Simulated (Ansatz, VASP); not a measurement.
As in VASP and in Ansatz

The input INCAR:

```
SYSTEM = As
ALGO = Normal
EDIFF = 1E-8
ENCUT = 520
GGA = PE
ISIF = 2
ISMEAR = -1
LASPH = .True.
LCHARG = .False.
LEFG = .True.
LREAL = .False.
LWAVE = .False.
NBANDS = 12
NELM = 100
PREC = Accurate
SIGMA = 0.03
```

File KPOINTS:

```
k-points
0
Gamma
  11 11 11
  0 0 0
```

File POSCAR:

```
As
1.0
    1.8983620487      1.0960198399      3.5202848189
   -1.8983620487      1.0960198399      3.5202848189
    0.0000000000     -2.1920396797      3.5202848189
As
2
Direct
    0.2275400000      0.2275400000      0.2275400000
    0.7724600000      0.7724600000      0.7724600000
```

Input for Ansatz:

```yaml
crystal:
  lattice:
    - [1.8983620487, 1.0960198399, 3.5202848189]
    - [-1.8983620487, 1.0960198399, 3.5202848189]
    - [0.0, -2.1920396797, 3.5202848189]
  atoms:
    - { symbol: As, position: [0.22754, 0.22754, 0.22754] }
    - { symbol: As, position: [0.77246, 0.77246, 0.77246] }
kpoints:
  mp_grid: { grid: [11, 11, 11] }
scf:
  occupations: { method: fermi_dirac, width: 0.03 }
hamiltonian:
  xc: pbe
  pseudopotentials: { kind: paw }
output:
  forces: true
  stress: true
  eigenvalues: true
  efg: { contact_densities: true }
```

Change from the starting cell: volume scaled by 1.03, PAW files.

Alike in both runs: task electric field gradients; functional PBE; k mesh 11 × 11 × 11; occupations fermi-dirac, width 0.03 eV; no spin polarisation.

|  | VASP | Ansatz |
| --- | --- | --- |
| version | VASP 6.6.1 | Ansatz 0.2.0 |
| potentials or method | VASP PAW PBE potentials, release 64 (As) | PAW with Ansatz's default frozen-core files, scalar-relativistic |
| plane-wave cutoff (eV) | 520 | 420 |
| valence electrons in the cell | 10 | 30 |

|  | VASP | Ansatz | Ansatz less VASP |
| --- | --- | --- | --- |
| pressure (GPa) | 1.5 | 1.2 | -0.25 |
| traceless stress, the component that is largest in VASP (GPa) | -0.28 | -0.21 | +0.075 |
| rms of the force components (eV/Å) | 0.047 | 0.018 | -0.0290 |
| size of Vzz on the site where it differs most (V/Å²) | 47.3 | 50.4 | +3.05 |

Atom by atom the forces differ by 0.029 eV/Å (rms over components). VASP's potentials hold 10 valence electrons a cell and Ansatz's 30, so a difference there can come from the potentials and not from the codes.
